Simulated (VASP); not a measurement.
# Sn (I4_1/amd) in VASP: single point with r2SCAN

Aim: the single point of Sn with r2SCAN.

Everything below comes from runs of VASP 6.6.1. Logs are shortened: lines on timing, memory, paths and dates and some standing lists are left out, and cuts for length are marked.

### 1 The cell of the first run

The structure is tetragonal, space group I4_1/amd (No. 141). Conventional cell: a = 5.880 Å, b = 5.880 Å, c = 3.279 Å, α = 90.00°, β = 90.00°, γ = 90.00°. Within 4.0 Å of Sn (site symmetry -4m2) lie 10 Sn at 3.05 to 3.83 Å.

### 2 Single point, r2SCAN (strain +0.000 along x and y, +0.025 along z)

Contents of POSCAR:

```
Sn
1.0
   -2.9401404553      2.9401404553      1.6392845386
    2.9401404553     -2.9401404553      1.6392845386
    2.9401404553      2.9401404553     -1.6392845386
Sn
2
Direct
    0.7500000000      0.2500000000      0.5000000000
    0.0000000000      0.0000000000      0.0000000000
```

Contents of INCAR.step1:

```
SYSTEM = Sn
  ALGO = Normal
  EDIFF = 1E-4
  ENCUT = 520
  GGA = PE
  ISMEAR = 0
  LASPH = .True.
  LCHARG = .False.
  LREAL = .False.
  LWAVE = .True.
  NBANDS = 21
  NELM = 80
  PREC = Accurate
  SIGMA = 0.15
```

Contents of INCAR.step2:

```
SYSTEM = Sn
  ALGO = Normal
  EDIFF = 1E-6
  ENCUT = 520
  ISIF = 2
  ISMEAR = 0
  ISTART = 1
  LASPH = .True.
  LCHARG = .False.
  LMIXTAU = .True.
  LREAL = .False.
  LWAVE = .False.
  METAGGA = R2SCAN
  NBANDS = 21
  NELM = 80
  PREC = Accurate
  SIGMA = 0.15
```

Contents of KPOINTS:

```
k-points
0
Gamma
  16 16 16
  0 0 0
```

Potentials or basis: VASP PAW PBE potentials, release 64 (Sn_d).

Command:

```bash
> cat potpaw_PBE.64/Sn_d/POTCAR > POTCAR
> cp INCAR.step1 INCAR
> mpirun -np 1 vasp_std > vasp.out
> cp INCAR.step2 INCAR
> mpirun -np 1 vasp_std > vasp.out
```

OUTCAR:

```text
SYSTEM = Sn
   EDIFF = 1E-6
   ENCUT = 520
   ISIF = 2
   ISMEAR = 0
   ISTART = 1
   LASPH = .True.
   LREAL = .False.
   METAGGA = R2SCAN
   NELM = 80
   PREC = Accurate

 ion  position               nearest neighbor table
   1  0.750  0.250  0.500-   2 3.05   2 3.05   2 3.05   2 3.05
   2  0.000  0.000  0.000-   1 3.05   1 3.05   1 3.05   1 3.05

  LATTYP: Found a body centered tetragonal cell.
 ALAT       =     5.8802809106
 C/A-ratio  =     0.5575531385

  Lattice vectors:

 A1 = (  -2.9401404553,   2.9401404553,   1.6392845386)
 A2 = (   2.9401404553,  -2.9401404553,   1.6392845386)
 A3 = (   2.9401404553,   2.9401404553,  -1.6392845386)

Analysis of symmetry for initial positions (statically):
=====================================================================
 Subroutine PRICEL returns:
 Original cell was already a primitive cell.

 Routine SETGRP: Setting up the symmetry group for a
 body centered tetragonal supercell.

 Subroutine GETGRP returns: Found 16 space group operations
 (whereof  8 operations were pure point group operations)
 out of a pool of 16 trial point group operations.

The static configuration has the point symmetry D_2d.
 The point group associated with its full space group is D_4h.

Analysis of symmetry for dynamics (positions and initial velocities):
=====================================================================
 Subroutine PRICEL returns:
 Original cell was already a primitive cell.

 Routine SETGRP: Setting up the symmetry group for a
 body centered tetragonal supercell.

 Subroutine GETGRP returns: Found 16 space group operations
 (whereof  8 operations were pure point group operations)
 out of a pool of 16 trial point group operations.

The dynamic configuration has the point symmetry D_2d.
 The point group associated with its full space group is D_4h.

 Subroutine INISYM returns: Found 16 space group operations
 (whereof  8 operations are pure point group operations),
 and found     1 'primitive' translations

----------------------------------------------------------------------------------------

                                     Primitive cell

  volume of cell :      56.6827

  direct lattice vectors                    reciprocal lattice vectors
    -2.940140455  2.940140455  1.639284539     0.000000000  0.170059903  0.305011112
     2.940140455 -2.940140455  1.639284539     0.170059903  0.000000000  0.305011112
     2.940140455  2.940140455 -1.639284539     0.170059903  0.170059903  0.000000000

  length of vectors
     4.469463681  4.469463681  4.469463681     0.349216479  0.349216479  0.240501021

  position of ions in fractional coordinates (direct lattice)
     0.750000000  0.250000000  0.500000000
     0.000000000  0.000000000  0.000000000

  ion indices of the primitive-cell ions
   primitive index   ion index
                 1           1
                 2           2

----------------------------------------------------------------------------------------

 KPOINTS: k-points

Automatic generation of k-mesh.
 Grid dimensions read from file:
 generate k-points for:   16   16   16

 Generating k-lattice:

  Cartesian coordinates                     Fractional coordinates (reciprocal lattice)
     0.000000000  0.010628744  0.019063194     0.062500000 -0.000000000  0.000000000
     0.010628744  0.000000000  0.019063194    -0.000000000  0.062500000  0.000000000
     0.010628744  0.010628744  0.000000000     0.000000000  0.000000000  0.062500000

  Length of vectors
     0.021826030  0.021826030  0.015031314

  Shift w.r.t. Gamma in fractional coordinates (k-lattice)
     0.000000000  0.000000000  0.000000000

 Subroutine IBZKPT returns following result:
 ===========================================

 Found    349 irreducible k-points:

 Following reciprocal coordinates:
            Coordinates               Weight
  0.000000  0.000000  0.000000      1.000000
  0.062500  0.000000  0.000000      8.000000
  0.125000  0.000000  0.000000      8.000000
  0.187500  0.000000 -0.000000      8.000000
  0.250000  0.000000  0.000000      8.000000
  0.312500  0.000000  0.000000      8.000000
[... 16 lines left out ...]
 -0.125000  0.062500  0.000000     16.000000
 -0.062500  0.062500  0.000000      4.000000
 [... further k-points ...]
   k-points           NKPTS =    349   k-points in BZ     NKDIM =    349   number of bands    NBANDS=     21
   number of dos      NEDOS =    301   number of ions     NIONS =      2
   total plane-waves  NPLWV =  46656
   dimension x,y,z NGX =    36 NGY =   36 NGZ =   36
   dimension x,y,z NGXF=    72 NGYF=   72 NGZF=   72
   ions per type =               2
   NGX,Y,Z   is equivalent  to a cutoff of  13.39, 13.39, 13.39 a.u.
   NGXF,Y,Z  is equivalent  to a cutoff of  26.78, 26.78, 26.78 a.u.
 SYSTEM =  Sn
   PREC   = accura    normal or accurate (medium, high low for compatibility)
   ISTART =      1    job   : 0-new  1-cont  2-samecut
   ICHARG =      0    charge: 1-file 2-atom 10-const
   ISPIN  =      1    spin polarized calculation?
   LNONCOLLINEAR =      F non collinear calculations
   LSORBIT =      F    spin-orbit coupling
   LASPH  =      T    aspherical Exc in radial PAW
   ENCUT  =  520.0 eV  38.22 Ry    6.18 a.u.   8.31  8.31  8.31*2*pi/ulx,y,z
   NELM   =     80;   NELMIN=  2; NELMDL=  0     # of ELM steps
   EDIFF  = 0.1E-05   stopping-criterion for ELM
   LREAL  =      F    real-space projection
   EDIFFG = 0.1E-04   stopping-criterion for IOM
   NSW    =      0    number of steps for IOM
   IBRION =     -1    ionic relax: 0-MD 1-quasi-New 2-CG
   NFREE  =      0    steps in history (QN), initial steepest desc. (CG)
   ISIF   =      2    stress and relaxation
   ISYM   =      2    0-nonsym 1-usesym 2-fastsym
   POTIM  = 0.5000    time-step for ionic-motion
   TEBEG  =    0.0;   TEEND  =   0.0 temperature during run
   PSTRESS=    0.0 pullay stress
   NELECT =      28.0000    total number of electrons
   NUPDOWN=      -1.0000    fix difference up-down
   EMIN   =  10.00;   EMAX   =-10.00  energy-range for DOS
   EFERMI =   0.00;   METHOD = LEGACY
   ISMEAR =     0;   SIGMA  =   0.15  broadening in eV -4-tet -1-fermi 0-gaus
   EFERMI_NEDOS =   21; number of points for ismear=-14 and -15
   IALGO  =     38    algorithm
   IMIX   =      4    mixing-type and parameters
     AMIX     =   0.40;   BMIX     =  1.00
     AMIX_MAG =   1.60;   BMIX_MAG =  1.00
  volume/ion in A,a.u.               =      28.34       191.26
  Fermi-wavevector in a.u.,A,eV,Ry     =   1.294128  2.445548 22.786604  1.674768
  Thomas-Fermi vector in A             =   2.425731
   LORBIT       =      0    0 simple, 1 ext, 2 COOP (PROOUT), +10 PAW based schemes
   METAGGA = R2SCAN    functional components
   LHFCALC =     F    Hartree Fock is set to
   AEXX    =    0.0000 exact exchange contribution
   IVDW    =     0    specifies the selected vdW correction
   LEPSILON=     F    determine dielectric tensor
   LRPA    =     F    only Hartree local field effects (RPA)
 non-spin polarized calculation
 Gauss-broadening in eV      SIGMA  =   0.15
  energy-cutoff  :      520.00
  volume of cell :       56.68
 maximum number of plane-waves:      1546
 NGX is ok and might be reduce to    36
   NGX = 17   NGY = 17   NGZ = 17

 number of electron      27.9999994 magnetization

 Free energy of the ion-electron system (eV)
  ---------------------------------------------------
  ext. energy  EPLUGINS =         0.00000000
  ---------------------------------------------------
  free energy    TOTEN  =       -49.24021178 eV

  energy without entropy =      -49.23050702  energy(sigma->0) =      -49.23535940

 E-fermi :   7.4126     XC(G=0): -10.9000

 val. band max:        7.4092435823   @ k =  -0.3750   0.1250   0.0000
 cond. band min:       7.4218736150   @ k =   0.1875   0.0625  -0.0000
 fundamental gap:      0.0126300327
 Fermi energy:         7.4126334256

 k-point     1 :       0.0000    0.0000    0.0000
  band No.  band energies     occupation
      1     -14.9195      2.00000
      2     -14.8167      2.00000
      3     -14.7884      2.00000
      4     -14.7637      2.00000
      5     -14.6427      2.00000
      6     -14.6427      2.00000
[... 13 lines left out ...]
     20      17.7341      0.00000
     21      18.1487      0.00000

 k-point     2 :       0.0625    0.0000    0.0000
  band No.  band energies     occupation
      1     -14.9172      2.00000
      2     -14.8103      2.00000
      3     -14.7857      2.00000
      4     -14.7563      2.00000
      5     -14.6474      2.00000
      6     -14.6466      2.00000
[... 13 lines left out ...]
     20      17.3860      0.00000
     21      17.6021      0.00000

 k-point     3 :       0.1250    0.0000    0.0000
  band No.  band energies     occupation
      1     -14.9103      2.00000
      2     -14.7930      2.00000
      3     -14.7781      2.00000
      4     -14.7374      2.00000
      5     -14.6587      2.00000
      6     -14.6519      2.00000
[... 13 lines left out ...]
     20      16.3757      0.00000
     21      16.6485      0.00000

 k-point     4 :       0.1875    0.0000   -0.0000
  band No.  band energies     occupation
      1     -14.8993      2.00000
      2     -14.7702      2.00000
      3     -14.7666      2.00000
      4     -14.7184      2.00000
      5     -14.6731      2.00000
      6     -14.6483      2.00000
[... 13 lines left out ...]
     20      15.5516      0.00000
     21      16.3428      0.00000

 k-point     5 :       0.2500    0.0000    0.0000
  band No.  band energies     occupation
      1     -14.8859      2.00000
      2     -14.7538      2.00000
      3     -14.7506      2.00000
      4     -14.7141      2.00000
      5     -14.6873      2.00000
      6     -14.6520      2.00000
[... 13 lines left out ...]
     20      14.9325      0.00000
     21      16.5935      0.00000
[... 382 lines left out ...]
     20      15.8524      0.00000
     21      16.2610      0.00000

 k-point    22 :      -0.1875    0.0625    0.0000
  band No.  band energies     occupation
      1     -14.9019      2.00000
      2     -14.7960      2.00000
      3     -14.7709      2.00000
      4     -14.7465      2.00000
      5     -14.6586      2.00000
      6     -14.6451      2.00000
[... 13 lines left out ...]
     20      16.5124      0.00000
     21      16.7291      0.00000

 k-point    23 :      -0.1250    0.0625    0.0000
  band No.  band energies     occupation
      1     -14.9112      2.00000
      2     -14.8121      2.00000
      3     -14.7806      2.00000
      4     -14.7616      2.00000
      5     -14.6491      2.00000
      6     -14.6418      2.00000
[... 13 lines left out ...]
     20      17.3791      0.00000
     21      17.6268      0.00000

 k-point    24 :      -0.0625    0.0625    0.0000
  band No.  band energies     occupation
      1     -14.9164      2.00000
      2     -14.8175      2.00000
      3     -14.7857      2.00000
      4     -14.7662      2.00000
      5     -14.6443      2.00000
      6     -14.6403      2.00000
[... 13 lines left out ...]
     20      17.8861      0.00000
     21      17.9713      0.00000

 [... further k-points ...]
[... 5 lines left out ...]
  --------------------------------------------------------------------------------------
  -------------------------------------------------------------------------------------
  Total       -0.2728978     -0.2728978     -0.8270447      0.0000000      0.0000000      0.0000000
  in kB       -7.7136535     -7.7136535    -23.3770165      0.0000000      0.0000000      0.0000000
  external PRESSURE =     -12.9347745 kB  Pullay stress =       0.0000000 kB

 VOLUME and BASIS-vectors are now :
 -----------------------------------------------------------------------------
  energy-cutoff  :      520.00
  volume of cell :       56.68
      direct lattice vectors                 reciprocal lattice vectors
    -2.940140455  2.940140455  1.639284539     0.000000000  0.170059903  0.305011112
     2.940140455 -2.940140455  1.639284539     0.170059903  0.000000000  0.305011112
     2.940140455  2.940140455 -1.639284539     0.170059903  0.170059903  0.000000000

 POSITION                                       TOTAL-FORCE (eV/Angst)
 -----------------------------------------------------------------------------------
      0.00000      2.94014      0.81964         0.000000     -0.000000      0.000000
      0.00000      0.00000      0.00000        -0.000000      0.000000     -0.000000
 -----------------------------------------------------------------------------------
    total drift:                               -0.000000      0.000000     -0.000000

  FREE ENERGIE OF THE ION-ELECTRON SYSTEM (eV)
  ---------------------------------------------------
  free  energy   TOTEN  =       -49.2402117840 eV

  energy  without entropy=      -49.2305070206  energy(sigma->0) =      -49.23535940
```

Wall time 13 min (1 thread of Intel Xeon Platinum 8559C (Emerald Rapids), shared host); peak memory 0.46 GiB.

Results:

| Quantity | Value |
| --- | --- |
| Free energy | -49.2402 eV |
| Pressure | -1.3 GPa |
| Band gap on the k mesh | zero (bands 14 and 15 overlap by 4.48 eV) |

Stress tensor (GPa, compression positive):
```
-0.77  0.00  0.00
 0.00 -0.77  0.00
 0.00  0.00 -2.34
```

Caveat: the cell differs from its parent crystal (strain +0.000 along x and y, +0.025 along z); the PAW data sets were made with another functional, which shifts forces and pressure a little; spin-orbit coupling is left out, which moves the levels of the heavy elements.
